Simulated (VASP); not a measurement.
The system is KCl.

```
K Cl
1.0
     3.86462    0.00000    0.00000
     0.00000    3.86462    0.00000
     0.00000    0.00000    3.86462
K Cl
1 1
Direct
  0.00000 0.00000 0.00000
  0.50000 0.50000 0.50000
```

This cell differs from its parent crystal: volume scaled by 1.02.

Base run:

- Program: VASP 6.6.1
- Functional: PBE
- Potentials or basis: VASP PAW PBE potentials, release 64 (K_sv, Cl)
- Cutoff: 520 eV
- k mesh: 7 × 7 × 7
- Occupations: fermi-dirac, width 0.05 eV
- Spin: no spin polarisation

Its results: band gap on the k mesh 4.74 eV, indirect (least direct gap 4.91 eV); pressure -0.4 GPa.

Task: After a change of settings the same cell gave: band gap on the k mesh 4.31 eV, indirect (least direct gap 4.50 eV); pressure -3.3 GPa. Which change was it?
A. functional from PBE to r2SCAN; further incar settings from ALGO = Normal; EDIFF = 1e-06; NBANDS = 15 to ALGO = Normal; EDIFF = 1e-07; NBANDS = 15
B. functional from PBE to LDA; potentials or basis from VASP PAW PBE potentials, release 64 (K_sv, Cl) to VASP PAW LDA potentials, release 64 (K_sv, Cl)
C. functional from PBE to PBEsol

Result: B.
